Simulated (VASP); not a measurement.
A run of VASP 6.6.1 is set up as follows.

The input POSCAR:

```
KHF2
1.0
   -2.8068377300      2.8068377300      3.3652494500
    2.8068377300     -2.8068377300      3.3652494500
    2.8068377300      2.8068377300     -3.3652494500
K H F
2 2 4
Direct
    0.2500000000      0.2500000000      0.0000000000
    0.7500000000      0.7500000000      0.0000000000
    0.5000000000      0.0000000000      0.5000000000
    0.0000000000      0.5000000000      0.5000000000
    0.6434300200      0.1434300200      0.7868600300
    0.1434300200      0.3565699800      0.5000000000
    0.3565699800      0.8565699800      0.2131399700
    0.8565699800      0.6434300200      0.5000000000
```

INCAR.step1

```
PREC     = Accurate       # precision mode
ENCUT    = 520            # plane-wave cutoff, eV
ISMEAR   = -1             # smearing method
SIGMA    = 0.02           # smearing width, eV
LREAL    = False          # projectors in reciprocal space
LASPH    = True           # aspherical terms in the spheres
NELM     = 80             # most SCF steps
NBANDS   = 34             # bands
GGA      = PE             # functional
ALGO     = Normal         # electronic algorithm
EDIFF    = 1E-4           # SCF threshold, eV
LWAVE    = True           # write WAVECAR
LCHARG   = False          # write CHGCAR
```

The input INCAR.step2:

```
PREC     = Accurate       # precision mode
ENCUT    = 520            # plane-wave cutoff, eV
EDIFF    = 1E-7           # SCF threshold, eV
ISMEAR   = -1             # smearing method
SIGMA    = 0.02           # smearing width, eV
LREAL    = False          # projectors in reciprocal space
LASPH    = True           # aspherical terms in the spheres
NELM     = 80             # most SCF steps
ALGO     = Normal         # electronic algorithm
ISIF     = 2              # what is computed and relaxed
LWAVE    = False          # write WAVECAR
LCHARG   = False          # write CHGCAR
METAGGA  = R2SCAN         # meta-GGA
LMIXTAU  = True         
NBANDS   = 34             # bands
ISTART   = 1
```

File KPOINTS:

```
Automatic mesh
0
Gamma
  8 8 8
```

Potentials or basis: VASP PAW PBE potentials, release 64 (K_sv, H, F).

Command:

```sh
$ cat potpaw_PBE.64/K_sv/POTCAR potpaw_PBE.64/H/POTCAR potpaw_PBE.64/F/POTCAR > POTCAR
$ cp INCAR.step1 INCAR
$ mpirun -np 1 vasp_std > vasp.out
$ cp INCAR.step2 INCAR
$ mpirun -np 1 vasp_std > vasp.out
```

Question: Predict the pressure.

Answer: 0.0 GPa.

Question: Estimate the largest force.

Answer: 0.083 eV/Å.

Question: What does it give for the band gap on the k mesh?

Answer: 7.98 eV (least direct gap 8.04 eV).

Stress tensor (GPa, compression positive):
```
 0.09  0.00  0.00
 0.00  0.09  0.00
 0.00  0.00 -0.25
```

Caveat: the PAW data sets were made with another functional, which shifts forces and pressure a little. r2SCAN opens gaps a little over a GGA but as a rule still falls short of measured ones.
